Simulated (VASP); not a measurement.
The system is MgS.

```
CELL_PARAMETERS angstrom
3.26282 0.00000 0.00000
0.00000 3.26282 0.00000
0.00000 0.00000 3.26282
ATOMIC_POSITIONS crystal
Mg 0.00000 0.00000 0.00000
S 0.50000 0.50000 0.50000
```

Base run:

```yaml
Program: VASP 6.6.1
Functional: PBEsol
Potentials_or_basis: VASP PAW PBE potentials, release 64 (Mg, S)
Cutoff: 600 eV
k_mesh: 6 × 6 × 6
Occupations: gaussian, width 0.5 eV
Spin: no spin polarisation
```

Its results: band gap on the k mesh zero (band 4 reaches 5.30 eV, above the bottom of band 5 at 5.26 eV); pressure -1.7 GPa.

Task: The run is repeated on the same cell with these changes: k mesh from 6 × 6 × 6 to 6 × 6 × 6, shifted; occupations from gaussian, width 0.5 eV to fermi-dirac, width 0.02 eV. What comes out?

Result: Band gap on the k mesh 0.60 eV, direct; pressure -1.2 GPa.

Caveats: the PAW data sets were made with another functional, which shifts forces and pressure a little.

A k mesh can miss the band edges.
